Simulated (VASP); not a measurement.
# Si2WC3 (P3m1) in VASP: a series of runs, part 2 of 2

VASP 6.6.1.

**3. Single point, PBE**

Input file INCAR:

```
PREC = Accurate ; ENCUT = 520
EDIFF = 1E-6 ; ISMEAR = 0
SIGMA = 0.02 ; LREAL = False
LASPH = True ; NELM = 60
ALGO = Normal ; ISIF = 2
LWAVE = False ; LCHARG = False
GGA = PE ; NBANDS = 26
```

Input file KPOINTS:

```
Automatic mesh
0
Gamma
  12 12 4
```

Input file POSCAR:

```
Si2WC3
1.0
    3.0138872006      0.0000000000      0.0000000000
   -1.5069436003      2.6101028798      0.0000000000
    0.0000000000      0.0000000000      8.0889662126
Si W C
2 1 3
Direct
    0.0000000000      0.0000000000      0.8979804702
    0.3333333333      0.6666666667      0.5831348854
    0.0000000000      0.0000000000      0.2030507709
    0.3333333333      0.6666666667      0.0031135010
    0.0000000000      0.0000000000      0.6706213693
    0.3333333333      0.6666666667      0.3570990033
```

Potentials or basis: VASP PAW PBE potentials, release 64 (Si, W_sv, C).

The run is started by

```
cat potpaw_PBE.64/Si/POTCAR potpaw_PBE.64/W_sv/POTCAR potpaw_PBE.64/C/POTCAR > POTCAR
mpirun -np 1 vasp_std > vasp.out
```

OUTCAR:

```text
PREC = Accurate
   ENCUT = 520
   EDIFF = 1E-6
   ISMEAR = 0
   LREAL = False
   LASPH = True
   NELM = 60
   ISIF = 2
   GGA = PE

 ion  position               nearest neighbor table
   1  0.000  0.000  0.898-   5 1.84   4 1.94   4 1.94   4 1.94   3 2.47   2 3.08   2 3.08   2 3.08

   2  0.333  0.667  0.583-   6 1.83   5 1.88   5 1.88   5 1.88   1 3.08   1 3.08   1 3.08
   3  0.000  0.000  0.203-   6 2.14   6 2.14   6 2.14   4 2.38   4 2.38   4 2.38   1 2.47
   4  0.333  0.667  0.003-   1 1.94   1 1.94   1 1.94   3 2.38   3 2.38   3 2.38
   5  0.000  0.000  0.671-   1 1.84   2 1.88   2 1.88   2 1.88
   6  0.333  0.667  0.357-   2 1.83   3 2.14   3 2.14   3 2.14

  LATTYP: Found a hexagonal cell.
 ALAT       =     3.0138872006
 C/A-ratio  =     2.6838981270

  Lattice vectors:

 A1 = (   3.0138872006,   0.0000000000,   0.0000000000)
 A2 = (  -1.5069436003,   2.6101028798,   0.0000000000)
 A3 = (   0.0000000000,   0.0000000000,   8.0889662126)

Analysis of symmetry for initial positions (statically):
=====================================================================
 Subroutine PRICEL returns:
 Original cell was already a primitive cell.

 Routine SETGRP: Setting up the symmetry group for a
 hexagonal supercell.

 Subroutine GETGRP returns: Found  6 space group operations
 (whereof  6 operations were pure point group operations)
 out of a pool of 24 trial point group operations.

The static configuration has the point symmetry C_3v.

Analysis of symmetry for dynamics (positions and initial velocities):
=====================================================================
 Subroutine PRICEL returns:
 Original cell was already a primitive cell.

 Routine SETGRP: Setting up the symmetry group for a
 hexagonal supercell.

 Subroutine GETGRP returns: Found  6 space group operations
 (whereof  6 operations were pure point group operations)
 out of a pool of 24 trial point group operations.

The dynamic configuration has the point symmetry C_3v.

 Subroutine INISYM returns: Found  6 space group operations
 (whereof  6 operations are pure point group operations),
 and found     1 'primitive' translations

----------------------------------------------------------------------------------------

                                     Primitive cell

  volume of cell :      63.6323

  direct lattice vectors                    reciprocal lattice vectors
     3.013887201  0.000000000  0.000000000     0.331797421  0.191563330  0.000000000
    -1.506943600  2.610102880  0.000000000     0.000000000  0.383126661  0.000000000
     0.000000000  0.000000000  8.088966213     0.000000000  0.000000000  0.123625192

  length of vectors
     3.013887201  3.013887201  8.088966213     0.383126661  0.383126661  0.123625192

  position of ions in fractional coordinates (direct lattice)
     0.000000000  0.000000000  0.897980470
     0.333333333  0.666666667  0.583134885
     0.000000000  0.000000000  0.203050771
     0.333333333  0.666666667  0.003113501
[... 35 lines left out ...]

 Found     69 irreducible k-points:

 Following reciprocal coordinates:
            Coordinates               Weight
  0.000000  0.000000  0.000000      1.000000
  0.083333  0.000000  0.000000      6.000000
  0.166667 -0.000000  0.000000      6.000000
  0.250000 -0.000000  0.000000      6.000000
  0.333333  0.000000  0.000000      6.000000
  0.416667 -0.000000  0.000000      6.000000
[... 16 lines left out ...]
  0.166667 -0.000000  0.250000      6.000000
  0.000000  0.166667  0.250000      6.000000
 [... further k-points ...]
   k-points           NKPTS =     69   k-points in BZ     NKDIM =     69   number of bands    NBANDS=     26
   number of dos      NEDOS =    301   number of ions     NIONS =      6
   total plane-waves  NPLWV =  34560
   dimension x,y,z NGX =    24 NGY =   24 NGZ =   60
   dimension x,y,z NGXF=    48 NGYF=   48 NGZF=  120
   ions per type =               2   1   3
   NGX,Y,Z   is equivalent  to a cutoff of  13.24, 13.24, 12.33 a.u.
   NGXF,Y,Z  is equivalent  to a cutoff of  26.48, 26.48, 24.66 a.u.
 SYSTEM =  unknown system
   PREC   = accura    normal or accurate (medium, high low for compatibility)
   ISTART =      0    job   : 0-new  1-cont  2-samecut
   ICHARG =      2    charge: 1-file 2-atom 10-const
   ISPIN  =      1    spin polarized calculation?
   LNONCOLLINEAR =      F non collinear calculations
   LSORBIT =      F    spin-orbit coupling
   LASPH  =      T    aspherical Exc in radial PAW
   ENCUT  =  520.0 eV  38.22 Ry    6.18 a.u.   5.60  5.60 15.04*2*pi/ulx,y,z
   NELM   =     60;   NELMIN=  2; NELMDL= -5     # of ELM steps
   EDIFF  = 0.1E-05   stopping-criterion for ELM
   LREAL  =      F    real-space projection
   EDIFFG = 0.1E-04   stopping-criterion for IOM
   NSW    =      0    number of steps for IOM
   IBRION =     -1    ionic relax: 0-MD 1-quasi-New 2-CG
   NFREE  =      0    steps in history (QN), initial steepest desc. (CG)
   ISIF   =      2    stress and relaxation
   ISYM   =      2    0-nonsym 1-usesym 2-fastsym
   POTIM  = 0.5000    time-step for ionic-motion
   TEBEG  =    0.0;   TEEND  =   0.0 temperature during run
   PSTRESS=    0.0 pullay stress
   NELECT =      34.0000    total number of electrons
   NUPDOWN=      -1.0000    fix difference up-down
   EMIN   =  10.00;   EMAX   =-10.00  energy-range for DOS
   EFERMI =   0.00;   METHOD = LEGACY
   ISMEAR =     0;   SIGMA  =   0.02  broadening in eV -4-tet -1-fermi 0-gaus
   EFERMI_NEDOS =   21; number of points for ismear=-14 and -15
   IALGO  =     38    algorithm
   IMIX   =      4    mixing-type and parameters
     AMIX     =   0.40;   BMIX     =  1.00
     AMIX_MAG =   1.60;   BMIX_MAG =  1.00
  volume/ion in A,a.u.               =      10.61        71.57
  Fermi-wavevector in a.u.,A,eV,Ry     =   1.328440  2.510387 24.010918  1.764753
  Thomas-Fermi vector in A             =   2.457677
   LORBIT       =      0    0 simple, 1 ext, 2 COOP (PROOUT), +10 PAW based schemes
   GGA     = PE    functional components
   LHFCALC =     F    Hartree Fock is set to
   AEXX    =    0.0000 exact exchange contribution
   IVDW    =     0    specifies the selected vdW correction
   LEPSILON=     F    determine dielectric tensor
   LRPA    =     F    only Hartree local field effects (RPA)
 non-spin polarized calculation
 Gauss-broadening in eV      SIGMA  =   0.02
  energy-cutoff  :      520.00
  volume of cell :       63.63
 maximum number of plane-waves:      1770
 NGX is ok and might be reduce to    24

 number of electron      33.9999997 magnetization

 Free energy of the ion-electron system (eV)
  ---------------------------------------------------
  ext. energy  EPLUGINS =         0.00000000
  ---------------------------------------------------
  free energy    TOTEN  =       -50.64294106 eV

  energy without entropy =      -50.64294106  energy(sigma->0) =      -50.64294106

 E-fermi :   9.9836     XC(G=0): -12.0789

 val. band max:        9.6367802047   @ k =   0.0833   0.0000   0.5000
 cond. band min:      10.3967055841   @ k =   0.1667   0.1667   0.0000
 fundamental gap:      0.7599253793
 Fermi energy:         9.9836444371

 k-point     1 :       0.0000    0.0000    0.0000
  band No.  band energies     occupation
      1     -64.6162      2.00000
      2     -28.8895      2.00000
      3     -28.5873      2.00000
      4     -28.5873      2.00000
      5      -6.9557      2.00000
      6      -5.1866      2.00000
[... 685 lines left out ...]
     25      16.9304      0.00000
     26      17.2229      0.00000

 [... further k-points ...]

------------------------ aborting loop because EDIFF is reached ----------------------------------------

  FORCE on cell =-STRESS in cart. coord.  units (eV):
  Direction    XX          YY          ZZ          XY          YZ          ZX
  --------------------------------------------------------------------------------------
  -------------------------------------------------------------------------------------
  Total        0.0869821      0.0869821      0.1106381      0.0000000      0.0000000     -0.0000000
  in kB        2.1900945      2.1900945      2.7857221      0.0000000      0.0000000     -0.0000000
  external PRESSURE =       2.3886370 kB  Pullay stress =       0.0000000 kB

 VOLUME and BASIS-vectors are now :
 -----------------------------------------------------------------------------
  energy-cutoff  :      520.00
  volume of cell :       63.63
      direct lattice vectors                 reciprocal lattice vectors
     3.013887201  0.000000000  0.000000000     0.331797421  0.191563330  0.000000000
    -1.506943600  2.610102880  0.000000000     0.000000000  0.383126661  0.000000000
     0.000000000  0.000000000  8.088966213     0.000000000  0.000000000  0.123625192

 POSITION                                       TOTAL-FORCE (eV/Angst)
 -----------------------------------------------------------------------------------
      0.00000      0.00000      7.26373        -0.000000      0.000000     -0.010160
     -0.00000      1.74007      4.71696        -0.000000      0.000000      0.000251
      0.00000      0.00000      1.64247        -0.000000      0.000000     -0.001560
     -0.00000      1.74007      0.02519        -0.000000      0.000000     -0.039473
      0.00000      0.00000      5.42463        -0.000000     -0.000000     -0.004281
     -0.00000      1.74007      2.88856         0.000000     -0.000000      0.055223
 -----------------------------------------------------------------------------------
    total drift:                                0.000000     -0.000000      0.000060

  FREE ENERGIE OF THE ION-ELECTRON SYSTEM (eV)
  ---------------------------------------------------
  free  energy   TOTEN  =       -50.6429410589 eV

  energy  without entropy=      -50.6429410589  energy(sigma->0) =      -50.64294106
```

OSZICAR:

```text
N       E                     dE             d eps       ncg     rms          rms(c)
DAV:   1     0.225534321464E+03    0.22553E+03   -0.17700E+04  3724   0.130E+03
DAV:   2    -0.439182815567E+02   -0.26945E+03   -0.25641E+03  4080   0.342E+02
DAV:   3    -0.575932985610E+02   -0.13675E+02   -0.13493E+02  4676   0.733E+01
DAV:   4    -0.578251564866E+02   -0.23186E+00   -0.23131E+00  4486   0.997E+00
DAV:   5    -0.578287477633E+02   -0.35913E-02   -0.35885E-02  4692   0.126E+00    0.310E+01
DAV:   6    -0.510136210904E+02    0.68151E+01   -0.23531E+01  4426   0.305E+01    0.870E+00
DAV:   7    -0.507391484991E+02    0.27447E+00   -0.40300E+00  4460   0.123E+01    0.690E+00
DAV:   8    -0.506484125856E+02    0.90736E-01   -0.29032E-01  4494   0.389E+00    0.221E+00
DAV:   9    -0.506426232330E+02    0.57894E-02   -0.48264E-02  4192   0.136E+00    0.477E-01
DAV:  10    -0.506427581107E+02   -0.13488E-03   -0.44677E-03  4568   0.428E-01    0.191E-01
DAV:  11    -0.506428925325E+02   -0.13442E-03   -0.62751E-04  4468   0.153E-01    0.674E-02
DAV:  12    -0.506429371652E+02   -0.44633E-04   -0.92816E-05  4218   0.619E-02    0.199E-02
DAV:  13    -0.506429407350E+02   -0.35697E-05   -0.20692E-05  4982   0.345E-02    0.826E-03
DAV:  14    -0.506429410589E+02   -0.32393E-06   -0.48550E-06  3814   0.129E-02
   1 F= -.50642941E+02 E0= -.50642941E+02  d E =-.275457-134
```

stdout:

```text
POSCAR found type information on POSCAR SiW C
 POSCAR found :  3 types and       6 ions
 scaLAPACK will be used
 LDA part: xc-table for (Slater+PW92), standard interpolation
 POSCAR, INCAR and KPOINTS ok, starting setup
 FFT: planning ... GRIDC
 FFT: planning ... GRID_SOFT
 FFT: planning ... GRID
 WAVECAR not read
 entering main loop
```

Run time: 56 s. Hardware: 1 thread of Intel Xeon Platinum 8488C (Sapphire Rapids), shared host; peak memory 0.25 GiB.

What came out:

- Free energy: -50.6429 eV
- Pressure: 0.2 GPa
- Largest force: 0.055 eV/Å
- Band gap on the k mesh: 0.76 eV, indirect (least direct gap 1.48 eV)

Forces on the atoms (eV/Å):
```
Si   0.000  0.000 -0.010
Si   0.000  0.000  0.000
W    0.000  0.000 -0.002
C    0.000  0.000 -0.039
C    0.000  0.000 -0.004
C    0.000  0.000  0.055
```

Levels at points of the mesh, in eV from the valence-band top:
```
           k point  band 14  band 15  band 16  band 17  band 18  band 19  band 20  band 21
(0.00, 0.00, 0.00)    -2.07    -1.46    -1.46    -0.25     1.79     1.79     4.22     4.22
(0.50, 0.00, 0.00)    -3.34    -3.30    -1.24    -1.24     1.27     2.86     3.29     3.40
(0.00, 0.00, 0.50)    -2.19    -1.32    -1.32    -0.02     1.75     1.75     4.01     4.01
(0.50, 0.00, 0.50)    -3.20    -3.09    -1.55    -1.35     0.99     2.62     3.01     3.33
```

Caveat: spin-orbit coupling is left out, which moves the levels of the heavy elements.

**4. Single point, PBE (volume scaled by 1.06, then relaxed in part)**

Input file INCAR:

```
PREC = Accurate
ENCUT = 520
EDIFF = 1E-6
ISMEAR = 0
SIGMA = 0.02
LREAL = F
LASPH = T
NELM = 100
ALGO = Normal
ISIF = 2
LWAVE = F
LCHARG = F
GGA = PE
NBANDS = 26
```

KPOINTS is that of step 3.

Input file POSCAR:

```
Si2WC3
1.0
    3.0805096957      0.0000000000      0.0000000000
   -1.5402548478      2.6677996531      0.0000000000
    0.0000000000      0.0000000000      8.2074399679
Si W C
2 1 3
Direct
    0.0000000000      0.0000000000      0.8992379608
    0.3333333333      0.6666666667      0.5831797645
    0.0000000000      0.0000000000      0.2039307494
    0.3333333333      0.6666666667      0.0024012941
    0.0000000000      0.0000000000      0.6702178245
    0.3333333333      0.6666666667      0.3560324069
```

The run is started by

```
cat potpaw_PBE.64/Si/POTCAR potpaw_PBE.64/W_sv/POTCAR potpaw_PBE.64/C/POTCAR > POTCAR
mpirun -np 1 vasp_std > vasp.out
```

Wall time 57 s (1 thread of Intel Xeon Platinum 8488C (Sapphire Rapids), shared host); peak memory 0.26 GiB.

It converged, with:

- Free energy: -50.4893 eV
- Pressure: -12.6 GPa
- Largest force: 0.043 eV/Å
- Band gap on the k mesh: 0.73 eV, indirect (least direct gap 1.36 eV)

Forces on the atoms (eV/Å):
```
Si   0.000  0.000 -0.004
Si   0.000  0.000  0.001
W    0.000  0.000 -0.004
C    0.000  0.000 -0.032
C    0.000  0.000 -0.004
C    0.000  0.000  0.043
```

Levels at points of the mesh, in eV from the valence-band top:
```
           k point  band 13  band 14  band 15  band 16  band 17  band 18  band 19  band 20  band 21  band 22
(0.00, 0.00, 0.00)    -2.04    -2.04    -1.42    -1.42    -0.17     1.64     1.64     3.81     4.06     4.06
(0.50, 0.00, 0.00)    -4.13    -3.22    -3.17    -1.25    -1.17     1.26     2.74     2.97     3.26     4.00
(0.00, 0.00, 0.50)    -2.16    -2.16    -1.28    -1.28    -0.03     1.59     1.59     3.84     3.84     4.32
(0.50, 0.00, 0.50)    -3.63    -3.04    -2.96    -1.54    -1.23     1.02     2.40     2.90     2.99     4.06
```

Caveat: spin-orbit coupling is left out, which moves the levels of the heavy elements. A k mesh can miss the band edges.

**5. The runs side by side**

| cell | k mesh | smearing | gap on the mesh (eV) | pressure (GPa) | largest force (eV/Å) |
| --- | --- | --- | --- | --- | --- |
| a = 3.015, b = 3.015, c = 8.090 Å, angles 90.0, 90.0, 120.0°, 6 atoms | 6 × 6 × 2 | gaussian 0.2 eV | 0.77 | 0.0 | 0.05 |
| a = 3.014, b = 3.014, c = 8.089 Å, angles 90.0, 90.0, 120.0°, 6 atoms | 12 × 12 × 4 | gaussian 0.02 eV | 0.76 | 0.2 | 0.06 |
| a = 3.081, b = 3.081, c = 8.207 Å, angles 90.0, 90.0, 120.0°, 6 atoms | 12 × 12 × 4 | gaussian 0.02 eV | 0.73 | -12.6 | 0.04 |

Some of these runs hold the atoms at other places in the same cell, which the table doesn't show; runs alike in all that it shows share one row.

Alike in all rows: task single point; level PBE; potentials or basis VASP PAW PBE potentials, release 64 (Si, W_sv, C); no spin polarisation; cutoff (eV) 520.

Caveats: spin-orbit coupling is left out, which moves the levels of the heavy elements.

Absolute energies hang on the potentials; compare differences alone.
